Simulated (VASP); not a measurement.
Set up this calculation in VASP 6.6.1, as the native input.

```yaml
Task: single point
Functional: BLYP
Potentials_or_basis: VASP PAW PBE potentials, release 64 (Hg, Te)
Cutoff: 500 eV
k_mesh: 4 × 4 × 4
Occupations: fermi-dirac, width 0.1 eV
Spin: no spin polarisation
Dipole_correction: no
Further_INCAR_settings: ALGO = Normal; EDIFF = 1e-06; NBANDS = 16
```

The structure of HgTe lies in POSCAR:

```
HgTe
1.0
   -3.0456030000      3.0456030000      1.5594100000
    3.0456030000     -3.0456030000      1.5594100000
    3.0456030000      3.0456030000     -1.5594100000
Hg Te
1 1
Direct
    0.2500000000      0.7500000000      0.5000000000
    0.0000000000      0.0000000000      0.0000000000
```

The input as run:

INCAR

```
  PREC = Accurate
  ENCUT = 500
  EDIFF = 1E-6
  ISMEAR = -1
  SIGMA = 0.1
  LREAL = False
  LASPH = True
  NELM = 120
  ALGO = Normal
  ISIF = 2
  LWAVE = False
  LCHARG = True
  GGA = B5
  ALDAX = 1.0
  AGGAX = 1.0
  AGGAC = 1.0
  ALDAC = 0.0
  LELF = True
  LVHAR = True
  NBANDS = 16
  GGA_COMPAT = False
```

KPOINTS

```
regular mesh
0
Gamma
  4 4 4
```

Potentials or basis: VASP PAW PBE potentials, release 64 (Hg, Te).

Run with:

```sh
$ cat potpaw_PBE.64/Hg/POTCAR potpaw_PBE.64/Te/POTCAR > POTCAR
$ mpirun -np 1 vasp_std > vasp.out
```

It gave:

The pressure is 4.6 GPa and the band gap on the k mesh is zero (band 9 reaches 6.31 eV, above the bottom of band 10 at 4.07 eV).

Caveat: the k points lie up to 0.57 Å⁻¹ apart; the PAW data sets were made with another functional, which shifts forces and pressure a little; spin-orbit coupling is left out, which moves the levels of the heavy elements.

It took 32 s on 1 thread of AMD EPYC 9R14 (shared host), peak memory 0.17 GiB.
